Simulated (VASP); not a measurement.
# CdW2 (P-3m1) in VASP: a series of runs, part 2 of 2

VASP 6.6.1.

### 3 Single point, PBE

This run uses another cell than the first one, of 18.10 Å³/atom.

Contents of INCAR:

```
  ALGO = Normal
  EDIFF = 1E-6
  ENCUT = 500
  GGA = PE
  GGA_COMPAT = False
  ISIF = 2
  ISMEAR = 0
  LASPH = True
  LCHARG = True
  LELF = True
  LREAL = False
  LVHAR = True
  LWAVE = False
  NBANDS = 27
  NELM = 120
  PREC = Accurate
  SIGMA = 0.1
```

Contents of KPOINTS:

```
k-points
0
Gamma
  6 6 4
```

Contents of POSCAR:

```
CdW2
1.0
    2.9803324700      0.0000000000      0.0000000000
   -1.4901662300      2.5810436300      0.0000000000
    0.0000000000      0.0000000000      7.0588095200
Cd W
1 2
Direct
    0.0000000000      0.0000000000      0.0000000000
    0.3333333300      0.6666666700      0.3452452400
    0.6666666700      0.3333333300      0.6547547600
```

Potentials or basis: VASP PAW PBE potentials, release 64 (Cd, W_sv).

The run is started by

```
cat potpaw_PBE.64/Cd/POTCAR potpaw_PBE.64/W_sv/POTCAR > POTCAR
mpirun -np 1 vasp_std > vasp.out
```

It took 21 s on 1 thread of AMD EPYC 9R45 (Zen 5), shared host; peak memory 0.16 GiB.

Results (log left out):

- Free energy: -24.5325 eV
- Pressure: -6.1 GPa
- Largest force: 0.222 eV/Å
- Band gap on the k mesh: zero (bands 20 and 21 overlap by 0.55 eV)

Forces on the atoms (eV/Å):
```
Cd   0.000  0.000  0.000
W    0.000  0.000  0.222
W    0.000  0.000 -0.222
```

Stress tensor (GPa, compression positive):
```
-11.02   0.00   0.00
  0.00 -11.02   0.00
  0.00   0.00   3.83
```

Levels at points of the mesh, in eV from the Fermi level:
| k point | band 18 | band 19 | band 20 | band 21 | band 22 | band 23 |
| --- | --- | --- | --- | --- | --- | --- |
| (0.00, 0.00, 0.00) | -0.53 | -0.53 | -0.27 | -0.27 | 0.06 | 2.01 |
| (0.50, 0.00, 0.00) | -1.51 | -0.93 | -0.33 | 1.42 | 2.87 | 3.19 |
| (0.00, 0.00, 0.50) | -0.49 | -0.49 | -0.35 | -0.35 | 0.30 | 1.97 |
| (0.50, 0.00, 0.50) | -1.53 | -0.44 | -0.13 | 0.20 | 2.37 | 2.71 |

Caveat: the k points lie up to 0.41 Å⁻¹ apart, too coarse for converged energies and pressures of a metal; spin-orbit coupling is left out, which moves the levels of the heavy elements.

### 4 Relaxation of cell and atoms, PBE

This run uses another cell than the first one, of 18.10 Å³/atom.

Contents of INCAR:

```
  PREC = Accurate
  ENCUT = 500
  EDIFF = 1E-7
  ISMEAR = 0
  SIGMA = 0.1
  LREAL = F
  LASPH = T
  NELM = 120
  ALGO = Normal
  ISIF = 3
  LWAVE = F
  LCHARG = F
  GGA = PE
  IBRION = 2
  NSW = 90
  EDIFFG = -0.04
  GGA_COMPAT = F
  NELMIN = 4
```

Contents of KPOINTS:

```
regular mesh
0
Gamma
  6 6 4
```

POSCAR is that of step 3.

The run is started by

```
cat potpaw_PBE.64/Cd/POTCAR potpaw_PBE.64/W_sv/POTCAR > POTCAR
mpirun -np 1 vasp_std > vasp.out
```

Run time: 2.7 min. Hardware: 1 thread of AMD EPYC 9R45 (Zen 5), shared host; peak memory 0.17 GiB.

It converged, with:

| Property | Result |
| --- | --- |
| Free energy | -24.9248 eV |
| Relaxed volume | 17.49 Å³/atom |
| Relaxed cell | a = 2.832 Å, b = 2.832 Å, c = 7.555 Å, α = 90.00°, β = 90.00°, γ = 120.00° |
| Space group after relaxing (to 0.1 Å) | P-3m1 (No. 164) |
| Energy gained by relaxing | 130.8 meV/atom |
| Ionic steps | 13 |
| Pressure after relaxing | -0.2 GPa |
| Band gap on the k mesh | zero (bands 20 and 21 overlap by 0.50 eV) |

The path:
```
step  energy change (eV)  largest force (eV/Å)  pressure (GPa)  volume (Å³)
   1              0.0000                0.2208           -6.05        54.30
   2             -0.1175                1.7661           17.22        48.99
   3             -0.1797                1.2773            7.74        50.76
   4             -0.3065                0.9249            9.63        50.34
   5             -0.3121                0.7403           10.42        50.22
   6             -0.3906                0.1187            1.09        52.22
   7             -0.3915                0.0491            0.03        52.48
   8             -0.3914                0.0614            0.22        52.43
   9             -0.3918                0.0673            0.15        52.43
  10             -0.3921                0.0807            0.00        52.43
  11             -0.3921                0.0772            0.04        52.43
  12             -0.3923                0.0440           -0.06        52.44
  13             -0.3923                0.0003           -0.20        52.46
```

Final structure:
```
CELL_PARAMETERS angstrom
2.83165 0.00000 0.00000
-1.41582 2.45228 0.00000
0.00000 0.00000 7.55467
ATOMIC_POSITIONS crystal
Cd 0.00000 0.00000 0.00000
W 0.33333 0.66667 0.34215
W 0.66667 0.33333 0.65785
```

Levels at points of the mesh, in eV from the Fermi level:
```tsv
k point	band 18	band 19	band 20	band 21	band 22	band 23
(0.00, 0.00, 0.00)	-1.45	-0.50	-0.50	-0.21	-0.21	2.23
(0.50, 0.00, 0.00)	-1.89	-1.12	0.20	1.21	2.68	2.95
(0.00, 0.00, 0.50)	-1.14	-0.48	-0.48	-0.24	-0.24	2.20
(0.50, 0.00, 0.50)	-1.85	-0.28	-0.11	0.32	1.82	2.70
```

Caveat: the k points lie up to 0.43 Å⁻¹ apart in the final cell, too coarse for converged energies and pressures of a metal; spin-orbit coupling is left out, which moves the levels of the heavy elements.

### 5 Single point, PBE

This run uses another cell than the first one, of 17.45 Å³/atom.

Contents of INCAR:

```
SYSTEM = CdW2
PREC = Accurate
ENCUT = 500
EDIFF = 1E-6
ISMEAR = 0
SIGMA = 0.1
LREAL = .FALSE.
LASPH = .TRUE.
NELM = 120
ALGO = Normal
ISIF = 2
LWAVE = .FALSE.
LCHARG = .FALSE.
GGA = PE
NBANDS = 27
GGA_COMPAT = .FALSE.
```

Contents of KPOINTS:

```
Automatic mesh
0
G
  18 18 6
  0 0 0
```

Contents of POSCAR:

```
CdW2
1.0
    2.8308695787      0.0000000000      0.0000000000
   -1.4154347894      2.4516049700      0.0000000000
    0.0000000000      0.0000000000      7.5447535971
Cd W
1 2
Direct
    0.0000000000      0.0000000000      0.0000000000
    0.3333333333      0.6666666667      0.3418917806
    0.6666666667      0.3333333333      0.6581082194
```

The run is started by

```
cat potpaw_PBE.64/Cd/POTCAR potpaw_PBE.64/W_sv/POTCAR > POTCAR
mpirun -np 1 vasp_std > vasp.out
```

Run time: 2.3 min. Hardware: 1 thread of AMD EPYC 9R45 (Zen 5), shared host; peak memory 0.33 GiB.

The run converged. Its results:

```
Free energy            : -24.8922 eV
Pressure               : 0.6 GPa
Largest force          : 0.014 eV/Å
Band gap on the k mesh : zero (bands 20 and 21 overlap by 0.86 eV)
```

Forces on the atoms (eV/Å):
```
Cd   0.000  0.000  0.000
W    0.000  0.000  0.014
W    0.000  0.000 -0.014
```

Levels at points of the mesh, in eV from the Fermi level:
| k point | band 17 | band 18 | band 19 | band 20 | band 21 | band 22 | band 23 | band 24 |
| --- | --- | --- | --- | --- | --- | --- | --- | --- |
| (0.00, 0.00, 0.00) | -2.92 | -1.37 | -0.38 | -0.38 | -0.09 | -0.09 | 2.33 | 2.33 |
| (0.50, 0.00, 0.00) | -2.82 | -1.79 | -1.01 | 0.29 | 1.33 | 2.79 | 3.05 | 4.53 |
| (0.00, 0.00, 0.50) | -2.32 | -1.05 | -0.36 | -0.36 | -0.13 | -0.13 | 2.30 | 2.30 |
| (0.50, 0.00, 0.50) | -2.35 | -1.75 | -0.17 | -0.01 | 0.41 | 1.94 | 2.80 | 5.02 |

Caveat: spin-orbit coupling is left out, which moves the levels of the heavy elements.

### 6 Relaxation of cell and atoms, PBE

Contents of INCAR:

```
SYSTEM = CdW2
PREC = Accurate ; ENCUT = 500
EDIFF = 1E-7 ; ISMEAR = 0
SIGMA = 0.1 ; LREAL = .FALSE.
LASPH = .TRUE. ; NELM = 120
ALGO = Normal ; ISIF = 3
LWAVE = .FALSE. ; LCHARG = .FALSE.
GGA = PE ; IBRION = 2
NSW = 100 ; EDIFFG = -0.01
GGA_COMPAT = .FALSE. ; NELMIN = 4
```

Contents of KPOINTS:

```
regular mesh
0
G
  18 18 6
  0 0 0
```

Contents of POSCAR:

```
CdW2
1.0
    2.8284386666      0.0000000000      0.0000000000
   -1.4142193333      2.4494997384      0.0000000000
    0.0000000000      0.0000000000      7.5407974388
Cd W
1 2
Direct
    0.0000000000      0.0000000000      0.0000000000
    0.3333333333      0.6666666667      0.3420046239
    0.6666666667      0.3333333333      0.6579953761
```

Potentials or basis: VASP PAW PBE potentials, release 64 (Cd, W_sv).

The run is started by

```
cat potpaw_PBE.64/Cd/POTCAR potpaw_PBE.64/W_sv/POTCAR > POTCAR
mpirun -np 1 vasp_std > vasp.out
```

Wall time 7.8 min (1 thread of AMD EPYC 9R45 (Zen 5), shared host); peak memory 0.33 GiB.

The run converged. Its results:

```
Free energy                           : -24.8925 eV
Relaxed volume                        : 17.51 Å³/atom
Relaxed cell                          : a = 2.833 Å, b = 2.833 Å, c = 7.557 Å, α = 90.00°, β = 90.00°, γ = 120.00°
Space group after relaxing (to 0.1 Å) : P-3m1 (No. 164)
Energy gained by relaxing             : 0.3 meV/atom
Ionic steps                           : 4
Pressure after relaxing               : 0.0 GPa
Largest force after relaxing          : 0.009 eV/Å
Band gap on the k mesh                : zero (bands 20 and 21 overlap by 0.85 eV)
```

Forces in eV/Å, atoms in the order of the input:
```
Cd   0.000  0.000  0.000
W    0.000  0.000  0.009
W    0.000  0.000 -0.009
```

Step by step:
```csv
step,energy change (eV),largest force (eV/Å),pressure (GPa),volume (Å³)
1,0.0000,0.0132,1.12,52.24
2,0.0043,0.0945,-2.50,53.17
3,-0.0010,0.0194,0.01,52.52
4,-0.0010,0.0094,0.01,52.53
```

Final structure:
```
CELL_PARAMETERS angstrom
2.83329 0.00000 0.00000
-1.41664 2.45370 0.00000
0.00000 0.00000 7.55671
ATOMIC_POSITIONS crystal
Cd 0.00000 0.00000 0.00000
W 0.33333 0.66667 0.34208
W 0.66667 0.33333 0.65791
```

Levels at points of the mesh, in eV from the Fermi level:
```csv
k point,band 16,band 17,band 18,band 19,band 20,band 21,band 22,band 23,band 24
"(0.00, 0.00, 0.00)",-5.89,-2.92,-1.36,-0.38,-0.38,-0.09,-0.09,2.32,2.32
"(0.50, 0.00, 0.00)",-3.78,-2.80,-1.78,-1.01,0.29,1.32,2.78,3.05,4.51
"(0.00, 0.00, 0.50)",-5.14,-2.31,-1.05,-0.36,-0.36,-0.12,-0.12,2.29,2.29
"(0.50, 0.00, 0.50)",-4.02,-2.34,-1.73,-0.17,-0.01,0.41,1.93,2.79,4.99
```

Caveat: spin-orbit coupling is left out, which moves the levels of the heavy elements.

### 7 Summary

```csv
task,cell,k mesh,gap on the mesh (eV),pressure (GPa),relaxed volume (Å³/atom),largest force (eV/Å)
single point,"a = 2.828, b = 2.828, c = 7.541 Å, angles 90.0, 90.0, 120.0°, 3 atoms, atomic positions A",6 × 6 × 4,none,0.6,-,0.01
single point,"a = 2.980, b = 2.980, c = 7.059 Å, angles 90.0, 90.0, 120.0°, 3 atoms, atomic positions B",6 × 6 × 4,none,-6.1,-,0.22
relaxation of cell and atoms,"relaxed from a = 2.980, b = 2.980, c = 7.059 Å, angles 90.0, 90.0, 120.0°, 3 atoms, atomic positions B",6 × 6 × 4,none,-0.2,17.49,-
single point,"a = 2.831, b = 2.831, c = 7.545 Å, angles 90.0, 90.0, 120.0°, 3 atoms, atomic positions A",18 × 18 × 6,none,0.6,-,0.01
relaxation of cell and atoms,"relaxed from a = 2.828, b = 2.828, c = 7.541 Å, angles 90.0, 90.0, 120.0°, 3 atoms, atomic positions A",18 × 18 × 6,none,0.0,17.51,0.01
```

Alike in all rows: level PBE; potentials or basis VASP PAW PBE potentials, release 64 (Cd, W_sv); no spin polarisation; cutoff (eV) 500; smearing gaussian 0.1 eV.

Caveats: some runs use coarse meshes; spin-orbit coupling is left out, which moves the levels of the heavy elements.

Total energies depend on the potentials used, so only differences within one code and one set of settings carry meaning.
